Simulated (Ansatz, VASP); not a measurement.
CdI2: VASP beside Ansatz

File POSCAR:

```
CdI2
1.0
    4.1408335089      0.0000000000      0.0000000000
   -2.0704167544      3.5860670115      0.0000000000
    0.0000000000      0.0000000000      7.0274584198
Cd I
1 2
Direct
    0.0000000000      0.0000000000      0.0000000000
    0.3333333333      0.6666666667      0.2514013548
    0.6666666667      0.3333333333      0.7485986452
```

The input INCAR.step1:

```
SYSTEM = CdI2
ALGO     = Normal         ! electronic algorithm
EDIFF    = 1E-5           ! SCF threshold, eV
ENCUT    = 550            ! plane-wave cutoff, eV
GGA      = PE             ! functional
GGA_COMPAT= .False.      
ISMEAR   = 0              ! smearing method
LASPH    = .True.         ! aspherical terms in the spheres
LCHARG   = .False.        ! write CHGCAR
LREAL    = .False.        ! projectors in reciprocal space
LWAVE    = .True.         ! write WAVECAR
NBANDS   = 20             ! bands
NELM     = 120            ! most SCF steps
PREC     = Accurate       ! precision mode
SIGMA    = 0.01           ! smearing width, eV
```

Contents of INCAR.step2:

```
SYSTEM = CdI2
ALGO     = Normal         ! electronic algorithm
EDIFF    = 1E-6           ! SCF threshold, eV
ENCUT    = 550            ! plane-wave cutoff, eV
GGA_COMPAT= .False.      
ISIF     = 2              ! what is computed and relaxed
ISMEAR   = 0              ! smearing method
ISTART   = 1            
LASPH    = .True.         ! aspherical terms in the spheres
LCHARG   = .True.         ! write CHGCAR
LELF     = .True.         ! ELF
LMIXTAU  = .True.       
LREAL    = .False.        ! projectors in reciprocal space
LVHAR    = .True.       
LWAVE    = .False.        ! write WAVECAR
METAGGA  = R2SCAN         ! meta-GGA
NBANDS   = 20             ! bands
NELM     = 120            ! most SCF steps
PREC     = Accurate       ! precision mode
SIGMA    = 0.01           ! smearing width, eV
```

Contents of KPOINTS:

```
k-points
0
Gamma
  12 12 4
  0 0 0
```

Input for Ansatz:

```yaml
crystal:
  lattice:
    - [4.1408335089, 0.0, 0.0]
    - [-2.0704167544, 3.5860670115, 0.0]
    - [0.0, 0.0, 7.0274584198]
  atoms:
    - { symbol: Cd, position: [0.0, 0.0, 0.0] }
    - { symbol: I, position: [0.3333333333, 0.6666666667, 0.2514013548] }
    - { symbol: I, position: [0.6666666667, 0.3333333333, 0.7485986452] }
kpoints:
  mp_grid: { grid: [12, 12, 4] }
  band_path:
    path:
      - [0.0, 0.0, 0.0]
      - [0.5, 0.0, 0.0]
      - [0.3333333333, 0.3333333333, 0.0]
      - [0.0, 0.0, 0.5]
      - [0.5, 0.0, 0.5]
      - [0.3333333333, 0.3333333333, 0.5]
      - [-0.052083, 0.052083, 0.354167]
      - [0.0, 0.466146, 0.382813]
    npoints: 1
hamiltonian:
  xc: r2scan
scf:
  occupations: { method: fixed }
  n_extra_bands: 4
output:
  forces: true
  stress: true
  eigenvalues: true
  write_density: true
  write_potential: true
  elf: true
  volumetric_format: npy
```

Change from the starting cell: epitaxial_xy strain -2.5%.

Alike in both runs: task single point; functional r2SCAN; k mesh 12 × 12 × 4; no spin polarisation.

|  | VASP | Ansatz |
| --- | --- | --- |
| version | VASP 6.6.1 | Ansatz 0.2.0 |
| potentials or method | VASP PAW PBE potentials, release 64 (Cd, I) | plane waves, PAW |
| plane-wave cutoff (eV) | 550 | 500 |
| occupations | gaussian, width 0.01 eV | fixed |
| valence electrons in the cell | 26 | 54 |

Ansatz gave:

```
gap on the k mesh at the Fermi level (eV)                     : 2.64
pressure (GPa)                                                : 1.9
traceless stress, the component that is largest in VASP (GPa) : -1.06
rms of the force components (eV/Å)                            : 0.003
```

Question: Which values does VASP return?

Answer: gap on the k mesh at the Fermi level (eV): 2.63; pressure (GPa): 2.0; traceless stress, the component that is largest in VASP (GPa): -1.06; rms of the force components (eV/Å): 0.010.

VASP's potentials were made for PBE, not for r2SCAN. Atom by atom the forces differ by 0.013 eV/Å (rms over components). VASP's potentials hold 26 valence electrons a cell and Ansatz's 54, so a difference there can come from the potentials and not from the codes.

Spin-orbit coupling is off throughout.
